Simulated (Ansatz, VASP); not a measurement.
# One calculation of InO, two programs

```
CELL_PARAMETERS angstrom
3.45361 0.00000 0.00000
-1.72681 2.99092 0.00000
0.00000 0.00000 16.51218
ATOMIC_POSITIONS crystal
In 0.66667 0.33333 0.59002
In 0.66667 0.33333 0.40998
O 0.00000 0.00000 0.63987
O 0.00000 0.00000 0.36013
```

Change from the starting cell: strain +0.000 along x and y, +0.040 along z, atoms carried along.

Alike in both runs: task single point; functional PBE; k mesh 12 × 12 × 2; occupations gaussian, width 0.03 eV; no spin polarisation.

|  | VASP | Ansatz |
| --- | --- | --- |
| version | VASP 6.6.1 | Ansatz 0.2.0 |
| potentials or method | VASP PAW PBE potentials, release 64 (In_d, O), cutoff 520 eV | scalar-relativistic, plane waves, PAW |
| valence electrons in the cell | 38 | 38 |

Ansatz gave:

| Item | Value |
| --- | --- |
| gap on the k mesh at the Fermi level (eV) | 0.23 |
| least direct gap on the mesh (eV) | 1.04 |
| rms of the force components (eV/Å) | 0.136 |

Question: Which values does VASP return?

Answer: gap on the k mesh at the Fermi level (eV): 0.21; least direct gap on the mesh (eV): 1.03; rms of the force components (eV/Å): 0.130.

Atom by atom the forces differ by 0.019 eV/Å (rms over components). With one functional, cell and mesh, what is left measures potentials, basis and numerics.
